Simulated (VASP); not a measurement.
Write the native input for VASP 6.6.1 that does the following.

| Quantity | Value |
| --- | --- |
| Task | relaxation of cell and atoms |
| Functional | PBE |
| Potentials or basis | VASP PAW PBE potentials, release 64 (Cu, Sn_d, O) |
| Cutoff | 600 eV |
| k mesh | 4 × 4 × 3 |
| Occupations | gaussian, width 0.2 eV |
| Spin | collinear spin |
| Starting moments | [1.0, 1.0, 1.0, 1.0, 1.0, 0.0, 0.0, 0.0] μB |
| Dipole correction | no |
| Further INCAR settings | ALGO = Normal; EDIFF = 1e-07; IBRION = 2; EDIFFG = -0.08; NSW = 36; ISIF = 3 |

The structure of Cu5SnO2 lies in POSCAR:

```
Cu5SnO2
1.0
    3.9000000000      0.0000000000      0.0000000000
    0.0000000000      3.9000000000      0.0000000000
    0.0000000000      0.0000000000      6.9000000000
Cu Sn O
5 1 2
Direct
    0.5000000000      0.0000000000      0.2700000000
    0.5000000000      0.0000000000      0.7300000000
    0.0000000000      0.5000000000      0.2700000000
    0.0000000000      0.5000000000      0.7300000000
    0.5000000000      0.5000000000      0.5000000000
    0.0000000000      0.0000000000      0.0000000000
    0.5000000000      0.0000000000      0.0000000000
    0.0000000000      0.5000000000      0.0000000000
```

One way to write it, as run:

INCAR

```
PREC = Accurate ; ENCUT = 600
EDIFF = 1E-7 ; ISMEAR = 0
SIGMA = 0.2 ; LREAL = False
LASPH = True ; NELM = 200
ALGO = Normal ; ISIF = 3
LWAVE = False ; LCHARG = False
ISPIN = 2 ; MAGMOM = 1 1 1 1 1 0 0 0
LORBIT = 11 ; LMAXMIX = 4
GGA = PE ; IBRION = 2
NSW = 36 ; EDIFFG = -0.08
GGA_COMPAT = False ; NELMIN = 4
```

KPOINTS

```
regular mesh
0
Gamma
  4 4 3
```

Potentials or basis: VASP PAW PBE potentials, release 64 (Cu, Sn_d, O).

The run is started by

```bash
$ cat potpaw_PBE.64/Cu/POTCAR potpaw_PBE.64/Sn_d/POTCAR potpaw_PBE.64/O/POTCAR > POTCAR
$ mpirun -np 1 vasp_std > vasp.out
```

Results of the run:

The relaxed volume is 14.89 Å³/atom. The relaxed cell is a = 4.320 Å, b = 4.320 Å, c = 6.381 Å, α = 90.00°, β = 90.00°, γ = 90.00°. The space group after relaxing (to 0.1 Å) is P4/mmm (No. 123) and the energy gained by relaxing is 361.1 meV/atom. The ionic steps are 18, the pressure after relaxing is 0.1 GPa and the largest force after relaxing is 0.036 eV/Å. The net moment is 0.00 μB per cell and the valence electrons inside the program's atomic spheres are Cu 9.89, 10.01 (each value once); Sn 12.18; O 4.97.

Caveat: the k points lie up to 0.36 Å⁻¹ apart in the final cell; the relaxation stopped at a loose force limit of 0.08 eV/Å, so its end isn't a converged minimum.

Run time: 26 min on 1 thread of AMD EPYC 9R45 96-Core Processor (Zen 5) (shared host), peak memory 0.32 GiB.
